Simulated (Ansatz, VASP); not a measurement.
# Two plane-wave programs on MgO

```
Mg O
1.0
     0.00000    2.10850    2.10850
     2.10850    0.00000    2.10850
     2.10850    2.10850    0.00000
Mg O
1 1
Direct
  0.00000 0.00000 0.00000
  0.50000 0.50000 0.50000
```

Alike in both runs: task single point; functional LDA; k mesh 8 × 8 × 8; occupations fermi-dirac, width 0.02 eV; no spin polarisation.

|  | VASP | Ansatz |
| --- | --- | --- |
| version | VASP 6.6.1 | Ansatz 0.2.0 |
| potentials or method | VASP PAW LDA potentials, release 64 (Mg_sv, O), cutoff 840 eV | plane waves, PAW |
| valence electrons in the cell | 16 | 16 |

```csv
,VASP,Ansatz,Ansatz less VASP
pressure (GPa),-6.1,-6.5,-0.43
```

LDA's correlation is that of Perdew and Zunger in VASP and of Perdew and Wang (1992) in Ansatz.
